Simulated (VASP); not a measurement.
# OH2 in VASP: single point with PBE+D3(BJ)

Aim: the single point of OH2 with PBE+D3(BJ).

Program: VASP 6.6.1. These are calculated values, not measurements. Logs are shortened: lines on timing, memory, paths and dates and some standing lists are left out, and cuts for length are marked.

### 1 The cell of the first run

The cell holds a molecule in a box, 3 atoms: a = 5.823 Å, b = 7.619 Å, c = 28.483 Å, α = 90.00°, β = 90.00°, γ = 90.00°.

### 2 Single point, PBE+D3(BJ)

INCAR reads:

```
  PREC = Accurate
  ENCUT = 520
  EDIFF = 1E-6
  ISMEAR = 0
  SIGMA = 0.05
  LREAL = False
  LASPH = True
  NELM = 60
  ALGO = Normal
  ISIF = 2
  LWAVE = False
  LCHARG = False
  LDIPOL = True
  IDIPOL = 3
  DIPOL = 0.5 0.5 0.645
  GGA = PE
  IVDW = 12
  NBANDS = 11
```

KPOINTS reads:

```
Automatic mesh
0
Gamma
  3 2 1
```

POSCAR reads:

```
H2O
1.0
    5.8226178798      0.0000000000      0.0000000000
    0.0000000000      7.6192383052      0.0000000000
    0.0000000000      0.0000000000     28.4827672050
O H
1 2
Direct
    0.8712319093      0.7582971443      0.6359656165
    0.7495877242      0.6693992626      0.6289698355
    0.8594812173      0.7818238778      0.6692789338
```

Potentials or basis: VASP PAW PBE potentials, release 64 (O, H).

Started as:

```console
> cat potpaw_PBE.64/O/POTCAR potpaw_PBE.64/H/POTCAR > POTCAR
> mpirun -np 1 vasp_std > vasp.out
```

OUTCAR:

```text
PREC = Accurate
   ENCUT = 520
   EDIFF = 1E-6
   ISMEAR = 0
   LREAL = False
   LASPH = True
   NELM = 60
   ISIF = 2
   GGA = PE
   IVDW = 12
 IVDW          = 12

 ion  position               nearest neighbor table
   1  0.871  0.758  0.636-   3 0.97   2 1.00
   2  0.750  0.669  0.629-   1 1.00
   3  0.859  0.782  0.669-   1 0.97

  LATTYP: Found a simple orthorhombic cell.
 ALAT       =     5.8226178798
 B/A-ratio  =     1.3085588755
 C/A-ratio  =     4.8917459110

  Lattice vectors:

 A1 = (   5.8226178798,   0.0000000000,   0.0000000000)
 A2 = (   0.0000000000,   7.6192383052,   0.0000000000)
 A3 = (   0.0000000000,   0.0000000000,  28.4827672050)

Analysis of symmetry for initial positions (statically):
=====================================================================
 Subroutine PRICEL returns:
 Original cell was already a primitive cell.

 Routine SETGRP: Setting up the symmetry group for a
 simple orthorhombic supercell.

 Subroutine GETGRP returns: Found  1 space group operations
 (whereof  1 operations were pure point group operations)
 out of a pool of  8 trial point group operations.

The static configuration has the point symmetry C_1 .

Analysis of symmetry for dynamics (positions and initial velocities):
=====================================================================
 Subroutine PRICEL returns:
 Original cell was already a primitive cell.

 Routine SETGRP: Setting up the symmetry group for a
 simple orthorhombic supercell.

 Subroutine GETGRP returns: Found  1 space group operations
 (whereof  1 operations were pure point group operations)
 out of a pool of  8 trial point group operations.

The dynamic configuration has the point symmetry C_1 .

 Subroutine INISYM returns: Found  1 space group operations
 (whereof  1 operations are pure point group operations),
 and found     1 'primitive' translations

----------------------------------------------------------------------------------------

                                     Primitive cell

  volume of cell :    1263.6070

  direct lattice vectors                    reciprocal lattice vectors
     5.822617880  0.000000000  0.000000000     0.171744054  0.000000000  0.000000000
     0.000000000  7.619238305  0.000000000     0.000000000  0.131246715  0.000000000
     0.000000000  0.000000000 28.482767205     0.000000000  0.000000000  0.035108948

  length of vectors
     5.822617880  7.619238305 28.482767205     0.171744054  0.131246715  0.035108948

  position of ions in fractional coordinates (direct lattice)
     0.871231909  0.758297144  0.635965617
     0.749587724  0.669399263  0.628969836
     0.859481217  0.781823878  0.669278934

  ion indices of the primitive-cell ions
   primitive index   ion index
                 1           1
                 2           2
                 3           3

----------------------------------------------------------------------------------------

 KPOINTS: Automatic mesh

Automatic generation of k-mesh.
 Grid dimensions read from file:
 generate k-points for:    3    2    1

 Generating k-lattice:

  Cartesian coordinates                     Fractional coordinates (reciprocal lattice)
     0.057248018  0.000000000  0.000000000     0.333333333  0.000000000  0.000000000
     0.000000000  0.065623358  0.000000000     0.000000000  0.500000000  0.000000000
     0.000000000  0.000000000  0.035108948     0.000000000  0.000000000  1.000000000

  Length of vectors
     0.057248018  0.065623358  0.035108948

  Shift w.r.t. Gamma in fractional coordinates (k-lattice)
     0.000000000  0.000000000  0.000000000

 Subroutine IBZKPT returns following result:
 ===========================================

 Found      4 irreducible k-points:

 Following reciprocal coordinates:
            Coordinates               Weight
  0.000000  0.000000  0.000000      1.000000
  0.333333  0.000000  0.000000      2.000000
  0.000000  0.500000  0.000000      1.000000
  0.333333  0.500000  0.000000      2.000000
   k-points           NKPTS =      4   k-points in BZ     NKDIM =      4   number of bands    NBANDS=     11
   number of dos      NEDOS =    301   number of ions     NIONS =      3
   total plane-waves  NPLWV = 622080
   dimension x,y,z NGX =    48 NGY =   60 NGZ =  216
   dimension x,y,z NGXF=    96 NGYF=  120 NGZF=  432
   ions per type =               1   2
   NGX,Y,Z   is equivalent  to a cutoff of  13.70, 13.09, 12.61 a.u.
   NGXF,Y,Z  is equivalent  to a cutoff of  27.41, 26.18, 25.21 a.u.
 SYSTEM =  unknown system
   PREC   = accura    normal or accurate (medium, high low for compatibility)
   ISTART =      0    job   : 0-new  1-cont  2-samecut
   ICHARG =      2    charge: 1-file 2-atom 10-const
   ISPIN  =      1    spin polarized calculation?
   LNONCOLLINEAR =      F non collinear calculations
   LSORBIT =      F    spin-orbit coupling
   LASPH  =      T    aspherical Exc in radial PAW
   ENCUT  =  520.0 eV  38.22 Ry    6.18 a.u.  10.83 14.17 52.96*2*pi/ulx,y,z
   NELM   =     60;   NELMIN=  2; NELMDL= -5     # of ELM steps
   EDIFF  = 0.1E-05   stopping-criterion for ELM
   LREAL  =      F    real-space projection
   EDIFFG = 0.1E-04   stopping-criterion for IOM
   NSW    =      0    number of steps for IOM
   IBRION =     -1    ionic relax: 0-MD 1-quasi-New 2-CG
   NFREE  =      0    steps in history (QN), initial steepest desc. (CG)
   ISIF   =      2    stress and relaxation
   ISYM   =      2    0-nonsym 1-usesym 2-fastsym
   POTIM  = 0.5000    time-step for ionic-motion
   TEBEG  =    0.0;   TEEND  =   0.0 temperature during run
   PSTRESS=    0.0 pullay stress
   NELECT =       8.0000    total number of electrons
   NUPDOWN=      -1.0000    fix difference up-down
   EMIN   =  10.00;   EMAX   =-10.00  energy-range for DOS
   EFERMI =   0.00;   METHOD = LEGACY
   ISMEAR =     0;   SIGMA  =   0.05  broadening in eV -4-tet -1-fermi 0-gaus
   EFERMI_NEDOS =   21; number of points for ismear=-14 and -15
   IALGO  =     38    algorithm
   IMIX   =      4    mixing-type and parameters
     AMIX     =   0.40;   BMIX     =  1.00
     AMIX_MAG =   1.60;   BMIX_MAG =  1.00
  volume/ion in A,a.u.               =     421.20      2842.41
  Fermi-wavevector in a.u.,A,eV,Ry     =   0.302855  0.572312  1.247939  0.091721
  Thomas-Fermi vector in A             =   1.173467
   LORBIT       =      0    0 simple, 1 ext, 2 COOP (PROOUT), +10 PAW based schemes
   GGA     = PE    functional components
   LHFCALC =     F    Hartree Fock is set to
   AEXX    =    0.0000 exact exchange contribution
   IVDW    =    12    specifies the selected vdW correction
   LEPSILON=     F    determine dielectric tensor
   LRPA    =     F    only Hartree local field effects (RPA)
 non-spin polarized calculation
 Gauss-broadening in eV      SIGMA  =   0.05
  energy-cutoff  :      520.00
  volume of cell :     1263.61
 maximum number of plane-waves:     34092
 NGX is ok and might be reduce to    48
   NGX = 21   NGY = 29   NGZ =105

 number of electron       8.0000004 magnetization

 dipolmoment           0.000000      0.000000     -0.228374 electrons x Angstroem

 Free energy of the ion-electron system (eV)
  ---------------------------------------------------
  ext. energy  EPLUGINS =         0.00000000
  ---------------------------------------------------
  free energy    TOTEN  =       -14.21212579 eV

  energy without entropy =      -14.21212579  energy(sigma->0) =      -14.21212579

 E-fermi :  -6.7883     XC(G=0):  -0.4227

 val. band max:       -7.0565473245   @ k =   0.0000   0.0000   0.0000
 cond. band min:      -1.3288842877   @ k =   0.0000   0.0000   0.0000
 fundamental gap:      5.7276630368
 Fermi energy:        -6.7882606905

 k-point     1 :       0.0000    0.0000    0.0000
  band No.  band energies     occupation
      1     -25.0200      2.00000
      2     -12.9075      2.00000
      3      -9.0659      2.00000
      4      -7.0565      2.00000
      5      -1.3289      0.00000
      6      -0.2943      0.00000
      7       0.0781      0.00000
      8       0.5347      0.00000
      9       0.6730      0.00000
     10       1.2974      0.00000
     11       1.3725      0.00000

 k-point     2 :       0.3333    0.0000    0.0000
  band No.  band energies     occupation
      1     -25.0199      2.00000
      2     -12.9079      2.00000
      3      -9.0705      2.00000
      4      -7.0635      2.00000
      5      -0.9057      0.00000
      6       0.1876      0.00000
      7       0.5212      0.00000
      8       0.8499      0.00000
      9       1.0603      0.00000
     10       1.1953      0.00000
     11       1.6427      0.00000

 k-point     3 :       0.0000    0.5000    0.0000
  band No.  band energies     occupation
      1     -25.0200      2.00000
      2     -12.9076      2.00000
      3      -9.0660      2.00000
      4      -7.0575      2.00000
      5      -1.0794      0.00000
      6       0.0336      0.00000
      7       0.3134      0.00000
      8       0.4212      0.00000
      9       0.6307      0.00000
     10       0.8771      0.00000
     11       1.1182      0.00000

 k-point     4 :       0.3333    0.5000    0.0000
  band No.  band energies     occupation
      1     -25.0199      2.00000
      2     -12.9080      2.00000
      3      -9.0706      2.00000
      4      -7.0644      2.00000
      5      -0.6794      0.00000
      6       0.4602      0.00000
      7       0.7807      0.00000
      8       0.9004      0.00000
      9       1.0576      0.00000
     10       1.3220      0.00000
     11       1.3660      0.00000

------------------------ aborting loop because EDIFF is reached ----------------------------------------

 vacuum level on the upper side and lower side of the slab       (xc-potential included)        -0.462         0.453

 Edisp (eV)   -0.01080

 E8    (eV) :    -0.0024

  FORCE on cell =-STRESS in cart. coord.  units (eV):
  Direction    XX          YY          ZZ          XY          YZ          ZX
  --------------------------------------------------------------------------------------
  -------------------------------------------------------------------------------------
  Total      -0.69112    -0.66860     0.03081    -0.60768    -0.22530    -0.29634
  in kB      -0.87630    -0.84774     0.03907    -0.77050    -0.28567    -0.37574
  external pressure =       -0.56 kB  Pullay stress =        0.00 kB

 VOLUME and BASIS-vectors are now :
 -----------------------------------------------------------------------------
  energy-cutoff  :      520.00
  volume of cell :     1263.61
      direct lattice vectors                 reciprocal lattice vectors
     5.822617880  0.000000000  0.000000000     0.171744054  0.000000000  0.000000000
     0.000000000  7.619238305  0.000000000     0.000000000  0.131246715  0.000000000
     0.000000000  0.000000000 28.482767205     0.000000000  0.000000000  0.035108948

 POSITION                                       TOTAL-FORCE (eV/Angst)
 -----------------------------------------------------------------------------------
      5.07285      5.77765     18.11406        -0.733549     -0.834068     -0.511703
      4.36456      5.10031     17.91480         0.864808      0.886590      0.350366
      5.00443      5.95690     19.06292        -0.131259     -0.052521      0.161337
 -----------------------------------------------------------------------------------
    total drift:                               -0.000135      0.000087     -0.000741

  FREE ENERGIE OF THE ION-ELECTRON SYSTEM (eV)
  ---------------------------------------------------
  free  energy   TOTEN  =       -14.2229303636 eV

  energy  without entropy=      -14.2229303636  energy(sigma->0) =      -14.22293036

 vacuum level on the upper side and lower side of the slab        -0.406         0.525
```

It took 2.1 min on 1 thread of Intel Xeon Platinum 8488C (Sapphire Rapids), shared host; peak memory 1 GiB.

Results:

```
Free energy                     : -14.2229 eV
Largest force                   : 1.287 eV/Å
Gap between the frontier levels : 5.73 eV, direct
Dispersion energy per atom      : -0.004 eV
```

Forces in eV/Å, atoms in the order of the input:
```
O   -0.734 -0.834 -0.512
H    0.865  0.887  0.350
H   -0.131 -0.053  0.161
```
